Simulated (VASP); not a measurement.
# Sc2F (P4_2/nmc) in VASP: notebook, part 2 of 2

VASP 6.6.1. Earlier steps stand in the parts before.

## (4) Single point, r2SCAN

This run uses another cell than the first one, of 19.62 Å³/atom.

Contents of POSCAR:

```
Sc2F
1.0
    3.4990751566      0.0000000000      0.0000000000
    0.0000000000      3.4990751566      0.0000000000
    0.0000000000      0.0000000000      9.6165437580
Sc F
4 2
Direct
    0.0000000000      0.5000000000      0.1252641565
    0.0000000000      0.5000000000      0.6252641565
    0.5000000000      0.0000000000      0.3747358435
    0.5000000000      0.0000000000      0.8747358435
    0.0000000000      0.0000000000      0.0000000000
    0.5000000000      0.5000000000      0.5000000000
```

Contents of INCAR.step1:

```
SYSTEM = Sc2F
PREC     = Accurate       ! precision mode
ENCUT    = 520            ! plane-wave cutoff, eV
ISMEAR   = 0              ! smearing method
SIGMA    = 0.1            ! smearing width, eV
LREAL    = .False.        ! projectors in reciprocal space
LASPH    = .True.         ! aspherical terms in the spheres
NELM     = 80             ! most SCF steps
NBANDS   = 38             ! bands
GGA      = PE             ! functional
ALGO     = Normal         ! electronic algorithm
EDIFF    = 1E-4           ! SCF threshold, eV
LWAVE    = .True.         ! write WAVECAR
LCHARG   = .False.        ! write CHGCAR
```

Contents of INCAR.step2:

```
SYSTEM = Sc2F
PREC     = Accurate       ! precision mode
ENCUT    = 520            ! plane-wave cutoff, eV
EDIFF    = 1E-7           ! SCF threshold, eV
ISMEAR   = 0              ! smearing method
SIGMA    = 0.1            ! smearing width, eV
LREAL    = .False.        ! projectors in reciprocal space
LASPH    = .True.         ! aspherical terms in the spheres
NELM     = 80             ! most SCF steps
ALGO     = Normal         ! electronic algorithm
ISIF     = 2              ! what is computed and relaxed
LWAVE    = .False.        ! write WAVECAR
LCHARG   = .True.         ! write CHGCAR
METAGGA  = R2SCAN         ! meta-GGA
LMIXTAU  = .True.       
LELF     = .True.         ! ELF
LVHAR    = .True.       
NBANDS   = 38             ! bands
ISTART   = 1
```

Contents of KPOINTS:

```
Automatic mesh
0
Gamma
  6 6 2
  0 0 0
```

Started as:

```sh
cat potpaw_PBE.64/Sc_sv/POTCAR potpaw_PBE.64/F/POTCAR > POTCAR
cp INCAR.step1 INCAR
mpirun -np 1 vasp_std > vasp.out
cp INCAR.step2 INCAR
mpirun -np 1 vasp_std > vasp.out
```

It took 8.6 min on 1 thread of Intel Xeon Platinum 8259CL at 2.50GHz (Skylake/Cascade Lake), shared host; peak memory 0.27 GiB.

It converged, with:

```yaml
Free_energy: -61.7264 eV
Pressure: 0.6 GPa
Largest_force: 0.096 eV/Å
Band_gap_on_the_k_mesh: zero (bands 29 and 30 overlap by 0.85 eV)
```

Forces on the atoms (eV/Å):
```
Sc   0.000  0.000  0.096
Sc   0.000  0.000  0.096
Sc   0.000  0.000 -0.096
Sc   0.000  0.000 -0.096
F    0.000  0.000  0.000
F    0.000  0.000  0.000
```

Levels at points of the mesh, in eV from the Fermi level:
```
           k point  band 26  band 27  band 28  band 29  band 30  band 31
(0.00, 0.00, 0.00)    -2.83    -2.23    -0.91     0.43     0.48     1.38
(0.50, 0.00, 0.00)    -1.75    -0.96    -0.96     0.19     0.19     1.25
(0.50, 0.50, 0.00)    -0.65    -0.60    -0.60    -0.18    -0.18    -0.12
(0.00, 0.00, 0.50)    -3.82    -1.31    -1.31     0.34     0.34     1.74
(0.50, 0.00, 0.50)    -1.73    -0.98    -0.98     0.17     0.17     1.19
(0.50, 0.50, 0.50)    -0.65    -0.41    -0.41    -0.41    -0.41    -0.13
```

Caveat: the PAW data sets were made with another functional, which shifts forces and pressure a little.

## (5) Single point, r2SCAN

This run uses another cell than the first one, of 19.63 Å³/atom.

Contents of POSCAR:

```
Sc2F
1.0
    3.4915600944      0.0000000000      0.0000000000
    0.0000000000      3.4915600944      0.0000000000
    0.0000000000      0.0000000000      9.6599248170
Sc F
4 2
Direct
    0.0000000000      0.5000000000      0.1254578626
    0.0000000000      0.5000000000      0.6254578626
    0.5000000000      0.0000000000      0.3745421374
    0.5000000000      0.0000000000      0.8745421374
    0.0000000000      0.0000000000      0.0000000000
    0.5000000000      0.5000000000      0.5000000000
```

Contents of INCAR.step1:

```
SYSTEM = Sc2F
ALGO = Normal
EDIFF = 1E-4
ENCUT = 520
GGA = PE
ISMEAR = 0
LASPH = .True.
LCHARG = .False.
LREAL = .False.
LWAVE = .True.
NBANDS = 38
NELM = 100
PREC = Accurate
SIGMA = 0.1
```

Contents of INCAR.step2:

```
SYSTEM = Sc2F
ALGO = Normal
EDIFF = 1E-6
ENCUT = 520
ISIF = 2
ISMEAR = 0
ISTART = 1
LASPH = .True.
LCHARG = .False.
LMIXTAU = .True.
LREAL = .False.
LWAVE = .False.
METAGGA = R2SCAN
NBANDS = 38
NELM = 100
PREC = Accurate
SIGMA = 0.1
```

Contents of KPOINTS:

```
k-points
0
Gamma
  10 10 4
  0 0 0
```

Potentials or basis: VASP PAW PBE potentials, release 64 (Sc_sv, F).

Started as:

```sh
cat potpaw_PBE.64/Sc_sv/POTCAR potpaw_PBE.64/F/POTCAR > POTCAR
cp INCAR.step1 INCAR
mpirun -np 1 vasp_std > vasp.out
cp INCAR.step2 INCAR
mpirun -np 1 vasp_std > vasp.out
```

OUTCAR:

```text
SYSTEM = Sc2F
   EDIFF = 1E-6
   ENCUT = 520
   ISIF = 2
   ISMEAR = 0
   ISTART = 1
   LASPH = .True.
   LREAL = .False.
   METAGGA = R2SCAN
   NELM = 100
   PREC = Accurate

 ion  position               nearest neighbor table
   1  0.000  0.500  0.125-   5 2.13   5 2.13
   2  0.000  0.500  0.625-   6 2.13   6 2.13
   3  0.500  0.000  0.375-   6 2.13   6 2.13
   4  0.500  0.000  0.875-   5 2.13   5 2.13
   5  0.000  0.000  0.000-   1 2.13   4 2.13   1 2.13   4 2.13
   6  0.500  0.500  0.500-   2 2.13   3 2.13   3 2.13   2 2.13

[... 1193 lines left out ...]
  -------------------------------------------------------------------------------------
  Total        0.4389659      0.4389659      0.4035421      0.0000000      0.0000000      0.0000000
  in kB        5.9721204      5.9721204      5.4901805      0.0000000      0.0000000      0.0000000
  external PRESSURE =       5.8114738 kB  Pullay stress =       0.0000000 kB

 VOLUME and BASIS-vectors are now :
 -----------------------------------------------------------------------------
  energy-cutoff  :      520.00
  volume of cell :      117.76
      direct lattice vectors                 reciprocal lattice vectors
     3.491560094  0.000000000  0.000000000     0.286404923  0.000000000  0.000000000
     0.000000000  3.491560094  0.000000000     0.000000000  0.286404923  0.000000000
     0.000000000  0.000000000  9.659924817     0.000000000  0.000000000  0.103520474

 POSITION                                       TOTAL-FORCE (eV/Angst)
 -----------------------------------------------------------------------------------
      0.00000      1.74578      1.21191         0.000000      0.000000      0.091716
      0.00000      1.74578      6.04188        -0.000000      0.000000      0.091716
      1.74578      0.00000      3.61805        -0.000000      0.000000     -0.091716
      1.74578      0.00000      8.44801        -0.000000      0.000000     -0.091716
      0.00000      0.00000      0.00000        -0.000000     -0.000000      0.000000
      1.74578      1.74578      4.82996         0.000000      0.000000      0.000000
 -----------------------------------------------------------------------------------
    total drift:                                0.000000     -0.000000     -0.000000

  FREE ENERGIE OF THE ION-ELECTRON SYSTEM (eV)
  ---------------------------------------------------
  free  energy   TOTEN  =       -61.7355262077 eV

  energy  without entropy=      -61.6967218940  energy(sigma->0) =      -61.71612405
```

OUTCAR.step1:

```text
SYSTEM = Sc2F
   EDIFF = 1E-4
   ENCUT = 520
   GGA = PE
   ISMEAR = 0
   LASPH = .True.
   LREAL = .False.
   NELM = 100
[... 1222 lines left out ...]
      1.74578      0.00000      8.44801        -0.000000      0.000000     -0.293441
      0.00000      0.00000      0.00000         0.000000      0.000000      0.000000
      1.74578      1.74578      4.82996         0.000000     -0.000000      0.000000
 -----------------------------------------------------------------------------------
    total drift:                                0.000000     -0.000000     -0.000000

  FREE ENERGIE OF THE ION-ELECTRON SYSTEM (eV)
  ---------------------------------------------------
  free  energy   TOTEN  =       -37.6977166418 eV

  energy  without entropy=      -37.6548680022  energy(sigma->0) =      -37.67629232
```

OSZICAR.step1:

```text
N       E                     dE             d eps       ncg     rms          rms(c)
DAV:   1     0.115837093351E+04    0.11584E+04   -0.26241E+04  4788   0.163E+03
DAV:   2     0.112496714003E+03   -0.10459E+04   -0.10301E+04  6252   0.693E+02
DAV:   3    -0.328387347105E+02   -0.14534E+03   -0.14201E+03  8232   0.286E+02
DAV:   4    -0.423970339025E+02   -0.95583E+01   -0.93480E+01  7920   0.668E+01
DAV:   5    -0.426120623624E+02   -0.21503E+00   -0.21389E+00  7856   0.138E+01    0.146E+01
DAV:   6    -0.378858325701E+02    0.47262E+01   -0.18220E+01  7314   0.341E+01    0.472E+00
DAV:   7    -0.377473864246E+02    0.13845E+00   -0.19292E+00  7280   0.101E+01    0.247E+00
DAV:   8    -0.377136581559E+02    0.33728E-01   -0.45006E-01  7600   0.437E+00    0.921E-01
DAV:   9    -0.377110329375E+02    0.26252E-02   -0.33458E-01  8480   0.382E+00    0.895E-01
DAV:  10    -0.376969234689E+02    0.14109E-01   -0.87837E-02  6926   0.235E+00    0.855E-02
DAV:  11    -0.376977954089E+02   -0.87194E-03   -0.80995E-03  6888   0.688E-01    0.865E-02
DAV:  12    -0.376977166418E+02    0.78767E-04   -0.35275E-04  5706   0.151E-01
   1 F= -.37697717E+02 E0= -.37676292E+02  d E =-.428486E-01
```

It took 21 min on 1 thread of Intel Xeon Platinum 8259CL at 2.50GHz (Skylake/Cascade Lake), shared host; peak memory 0.38 GiB.

Results:

| Item | Value |
| --- | --- |
| Free energy | -61.7355 eV |
| Pressure | 0.6 GPa |
| Largest force | 0.092 eV/Å |
| Band gap on the k mesh | zero (bands 29 and 30 overlap by 0.82 eV) |

Forces on the atoms (eV/Å):
```
Sc   0.000  0.000  0.092
Sc   0.000  0.000  0.092
Sc   0.000  0.000 -0.092
Sc   0.000  0.000 -0.092
F    0.000  0.000  0.000
F    0.000  0.000  0.000
```

Levels at points of the mesh, in eV from the Fermi level:
```tsv
k point	band 26	band 27	band 28	band 29	band 30	band 31	band 32	band 33
(0.00, 0.00, 0.00)	-2.86	-2.23	-0.93	0.39	0.43	1.35	1.62	1.73
(0.50, 0.00, 0.00)	-1.75	-0.97	-0.97	0.18	0.18	1.25	1.25	1.27
(0.50, 0.50, 0.00)	-0.66	-0.60	-0.60	-0.20	-0.20	-0.13	-0.13	0.35
(0.00, 0.00, 0.50)	-3.83	-1.33	-1.33	0.30	0.30	1.74	1.74	1.74
(0.50, 0.00, 0.50)	-1.73	-0.99	-0.99	0.15	0.15	1.20	1.20	1.33
(0.50, 0.50, 0.50)	-0.66	-0.42	-0.42	-0.42	-0.42	-0.13	-0.13	0.36
```

Caveat: the PAW data sets were made with another functional, which shifts forces and pressure a little.

## (6) The runs side by side

```csv
cell,k mesh,gap on the mesh (eV),pressure (GPa),largest force (eV/Å)
"a = 4.180, b = 4.180, c = 6.018 Å, 6 atoms, atomic positions A",4 × 4 × 4,none,1.4,0.84
"a = 3.472, b = 3.472, c = 9.755 Å, 6 atoms, atomic positions B",4 × 4 × 4,none,0.6,0.09
"a = 3.499, b = 3.499, c = 9.617 Å, 6 atoms, atomic positions C",6 × 6 × 2,none,0.6,0.10
"a = 3.492, b = 3.492, c = 9.660 Å, 6 atoms, atomic positions D",10 × 10 × 4,none,0.6,0.09
```

Alike in all rows: task single point; level r2SCAN; potentials or basis VASP PAW PBE potentials, release 64 (Sc_sv, F); no spin polarisation; cutoff (eV) 520; smearing gaussian 0.1 eV.

Caveats: some runs use coarse meshes; the PAW data sets were made with another functional, which shifts forces and pressure a little.

Total energies depend on the potentials used, so only differences within one code and one set of settings carry meaning.
